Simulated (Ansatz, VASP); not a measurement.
**One calculation of Al3C2, two programs**

```
Al C
1.0
     1.56641   -2.71264    0.00072
    -4.71083   -2.71938    0.01007
     0.01245    1.81750   -6.74112
Al C
6 4
Direct
  0.50002 0.50001 0.00000
  0.00001 0.00000 0.00000
  0.65833 0.88696 0.31569
  0.15831 0.38697 0.31568
  0.84168 0.61303 0.68431
  0.34166 0.11304 0.68431
  0.40663 0.80217 0.81388
  0.90662 0.30217 0.81388
  0.09338 0.69783 0.18612
  0.59335 0.19783 0.18613
```

Change from the starting cell: cell x2, atoms moved at random (sigma 0.1 Å) and cell strained at random (1.5 %), then relaxed without symmetry.

Alike in both runs: functional PBE; k mesh 8 × 4 × 8; occupations gaussian, width 0.2 eV; no spin polarisation.

Ansatz relaxed the structure, and its values are those at the end. VASP's run is a single point on that final structure, the one shown.

|  | VASP | Ansatz |
| --- | --- | --- |
| version | VASP 6.6.1 | Ansatz 0.2.0 |
| potentials or method | VASP PAW PBE potentials, release 64 (Al, C), cutoff 520 eV | scalar-relativistic, plane waves, PAW |
| valence electrons in the cell | 34 | 34 |

Ansatz gave:

```
gap on the k mesh at the Fermi level (eV) : none
pressure (GPa)                            : 0.0
```

Problem. Estimate VASP's values.

Solution. gap on the k mesh at the Fermi level (eV): none; pressure (GPa): -0.1.

A gap of «none» marks a metal or a gap that the smearing closes.
